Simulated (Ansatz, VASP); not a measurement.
## One calculation of TaN, two programs

The input INCAR:

```
ALGO     = Normal         # electronic algorithm
EDIFF    = 1E-6           # SCF threshold, eV
ENCUT    = 520            # plane-wave cutoff, eV
ISIF     = 2              # what is computed and relaxed
ISMEAR   = -1             # smearing method
LASPH    = True           # aspherical terms in the spheres
LCHARG   = True           # write CHGCAR
LELF     = True           # ELF
LREAL    = False          # projectors in reciprocal space
LVHAR    = True         
LWAVE    = False          # write WAVECAR
NBANDS   = 33             # bands
NELM     = 60             # most SCF steps
PREC     = Accurate       # precision mode
SIGMA    = 0.03           # smearing width, eV
```

The input KPOINTS:

```
k-points
0
Gamma
  5 5 8
```

POSCAR

```
TaN
1.0
    5.2886992409      0.0000000000      0.0000000000
   -2.6443496205      4.5801478956      0.0000000000
    0.0000000000      0.0000000000      2.9080000000
Ta N
3 3
Direct
    0.0000000000      0.0000000000      0.0000000000
    0.3333333333      0.6666666667      0.5000000000
    0.6666666667      0.3333333333      0.5000000000
    0.5000000000      0.0000000000      0.0000000000
    0.5000000000      0.5000000000      0.0000000000
    0.0000000000      0.5000000000      0.0000000000
```

Input for Ansatz:

```yaml
crystal:
  lattice:
    - [5.2886992409, 0.0, 0.0]
    - [-2.6443496205, 4.5801478956, 0.0]
    - [0.0, 0.0, 2.908]
  atoms:
    - { symbol: Ta, position: [0.0, 0.0, 0.0] }
    - { symbol: Ta, position: [0.3333333333, 0.6666666667, 0.5] }
    - { symbol: Ta, position: [0.6666666667, 0.3333333333, 0.5] }
    - { symbol: "N", position: [0.5, 0.0, 0.0] }
    - { symbol: "N", position: [0.5, 0.5, 0.0] }
    - { symbol: "N", position: [0.0, 0.5, 0.0] }
kpoints:
  mp_grid: { grid: [5, 5, 8] }
  band_path:
    path:
      - [0.0, 0.0, 0.0]
      - [0.5, 0.0, 0.0]
      - [0.3333333333, 0.3333333333, 0.0]
      - [0.0, 0.0, 0.0]
      - [0.0, 0.0, 0.5]
      - [0.5, 0.0, 0.5]
      - [0.3333333333, 0.3333333333, 0.5]
      - [0.0, 0.0, 0.5]
      - [0.5, 0.0, 0.5]
    npoints: 5
scf:
  occupations: { method: fermi_dirac, width: 0.03 }
hamiltonian:
  xc: lda
  pseudopotentials: { kind: all_electron, lapw: { basis_error: 0.0005 } }
output:
  forces: true
  stress: true
  eigenvalues: true
```

Change from the starting cell: equal xx and yy strain of +2 %.

Alike in both runs: task single point; functional LDA; k mesh 5 × 5 × 8; occupations fermi-dirac, width 0.03 eV; no spin polarisation.

|  | VASP | Ansatz |
| --- | --- | --- |
| version | VASP 6.6.1 | Ansatz 0.2.0 |
| potentials or method | VASP PAW LDA potentials, release 64 (Ta_pv, N), cutoff 520 eV | all-electron LAPW, scalar-relativistic |

|  | VASP | Ansatz | Ansatz less VASP |
| --- | --- | --- | --- |
| pressure (GPa) | -13.4 | -14.8 | -1.43 |
| traceless stress, the component that is largest in VASP (GPa) | 0.81 | 0.44 | -0.370 |

LDA's correlation is that of Perdew and Zunger in VASP and of Perdew and Wang (1992) in Ansatz. Ansatz ran all-electron here, and VASP with PAW potentials.

Neither program's run includes spin-orbit coupling.
